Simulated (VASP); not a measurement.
Input of a VASP 6.6.1 run:

File INCAR:

```
SYSTEM = Ca
PREC     = Accurate       ! precision mode
ENCUT    = 520            ! plane-wave cutoff, eV
EDIFF    = 1E-6           ! SCF threshold, eV
ISMEAR   = 0              ! smearing method
SIGMA    = 0.1            ! smearing width, eV
LREAL    = .FALSE.        ! projectors in reciprocal space
LASPH    = .TRUE.         ! aspherical terms in the spheres
NELM     = 100            ! most SCF steps
ALGO     = Fast           ! electronic algorithm
ISIF     = 2              ! what is computed and relaxed
LWAVE    = .FALSE.        ! write WAVECAR
LCHARG   = .TRUE.         ! write CHGCAR
GGA      = PS             ! functional
LELF     = .TRUE.         ! ELF
LVHAR    = .TRUE.       
NBANDS   = 17             ! bands
```

KPOINTS

```
Automatic mesh
0
G
  9 9 6
  0 0 0
```

File POSCAR:

```
Ca
1.0
    3.8417168283      0.0000000000      0.0000000000
   -1.9208584142      3.3270243675      0.0000000000
    0.0000000000      0.0000000000      6.3638388749
Ca
2
Direct
    0.3333333333      0.6666666667      0.2500000000
    0.6666666667      0.3333333333      0.7500000000
```

Potentials or basis: VASP PAW PBE potentials, release 64 (Ca_sv).

Command:

```bash
$ cat potpaw_PBE.64/Ca_sv/POTCAR > POTCAR
$ mpirun -np 1 vasp_std > vasp.out
```

Q: Estimate the band gap on the k mesh.

A: Zero (bands 10 and 11 overlap by 0.37 eV).

Q: Predict the pressure.

A: 0.0 GPa.

Stress tensor (GPa, compression positive):
```
 0.09  0.00  0.00
 0.00  0.09  0.00
 0.00  0.00 -0.06
```

Caveat: the PAW data sets were made with another functional, which shifts forces and pressure a little.
